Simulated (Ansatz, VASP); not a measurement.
## Two plane-wave programs on Se

```
Se
1.0
     4.06727    0.00000    0.00000
    -2.03364    3.52236    0.00000
     0.00000    0.00000    5.12954
Se
3
Direct
  0.24729 0.00000 0.33333
  0.00000 0.24729 0.66667
  0.75271 0.75271 0.00000
```

Alike in both runs: functional PBE; dispersion D3(BJ); k mesh 12 × 12 × 8; no spin polarisation.

Ansatz relaxed the structure, and its values are those at the end. VASP's run is a single point on that final structure, the one shown.

|  | VASP | Ansatz |
| --- | --- | --- |
| version | VASP 6.6.1 | Ansatz 0.2.0 |
| potentials or method | VASP PAW PBE potentials, release 64 (Se), cutoff 520 eV | scalar-relativistic, plane waves, PAW |
| occupations | gaussian, width 0.01 eV | fixed |
| valence electrons in the cell | 18 | 48 |

|  | VASP | Ansatz | Ansatz less VASP |
| --- | --- | --- | --- |
| gap on the k mesh at the Fermi level (eV) | 0.51 | 0.52 | +0.010 |
| least direct gap on the mesh (eV) | 0.52 | 0.53 | +0.010 |
| pressure (GPa) | 0.1 | 0.0 | -0.10 |
| rms of the force components (eV/Å) | 0.012 | 0.000 | -0.0118 |

VASP's potentials hold 18 valence electrons a cell and Ansatz's 48, so a difference there can come from the potentials and not from the codes.
